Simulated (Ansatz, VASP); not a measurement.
**Two plane-wave programs on Ba**

```
CELL_PARAMETERS angstrom
0.00000 3.17958 3.17958
3.17958 0.00000 3.17958
3.17958 3.17958 0.00000
ATOMIC_POSITIONS crystal
Ba 0.00000 0.00000 0.00000
```

Alike in both runs: task single point; functional r2SCAN; k mesh 10 × 10 × 10; occupations fermi-dirac, width 0.1 eV; no spin polarisation.

|  | VASP | Ansatz |
| --- | --- | --- |
| version | VASP 6.6.1 | Ansatz 0.2.0 |
| potentials or method | VASP PAW PBE potentials, release 64 (Ba_sv), cutoff 520 eV | plane waves (500 eV) with PAW, scalar-relativistic |
| valence electrons in the cell | 10 | 10 |

```tsv
	VASP	Ansatz	Ansatz less VASP
pressure (GPa)	0.4	0.4	-0.05
```

VASP's potentials were made for PBE, not for r2SCAN.

Spin-orbit coupling is off throughout.
